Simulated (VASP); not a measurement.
Sr3Al2Tl2, 7 atoms in the cell. It takes space group Immm (No. 71, orthorhombic). Conventional cell: a = 4.518 Å, b = 5.003 Å, c = 20.032 Å, α = 90.00°, β = 90.00°, γ = 90.00°. Tl (site symmetry mm2) has 2 Al at 2.73 Å and 5 Sr at 3.47 to 3.51 Å within 3.6 Å. Within 3.7 Å of Al (site symmetry mm2) lie 1 Al at 2.60 Å and 2 Tl at 2.73 Å and 6 Sr at 3.45 to 3.61 Å. Within 4.7 Å of Sr (site symmetry mmm) lie 8 Al at 3.61 Å and 4 Tl at 3.78 Å and 6 Sr at 4.31 to 4.52 Å. Within 4.6 Å of Sr (site symmetry mm2) lie 2 Al at 3.45 Å and 5 Tl at 3.47 to 3.51 Å and 8 Sr at 4.30 to 4.52 Å. 

```yaml
Program: VASP 6.6.1
Task: single point
Functional: PBE
Potentials_or_basis: VASP PAW PBE potentials, release 64 (Tl_d, Al, Sr_sv)
Cutoff: 520 eV
k_mesh: 7 × 7 × 7
Occupations: gaussian, width 0.0722 eV
Spin: no spin polarisation
Dipole_correction: no
Further_INCAR_settings: ALGO = Normal; EDIFF = 1e-06; NBANDS = 40
```

Potentials or basis: VASP PAW PBE potentials, release 64 (Tl_d, Al, Sr_sv).

Command:

```console
$ cat potpaw_PBE.64/Tl_d/POTCAR potpaw_PBE.64/Al/POTCAR potpaw_PBE.64/Sr_sv/POTCAR > POTCAR
$ mpirun -np 1 vasp_std > vasp.out
```

Hardware: 1 thread of Intel(R) Xeon(R) Platinum 8259CL CPU @ 2.50GHz (Skylake/Cascade Lake) (shared host).

How long does it take, and how much memory?

It took 10 min on 1 thread of Intel(R) Xeon(R) Platinum 8259CL CPU @ 2.50GHz (Skylake/Cascade Lake), on a shared host, peak memory 0.67 GiB. Counts: scf iterations 14, k points 64.
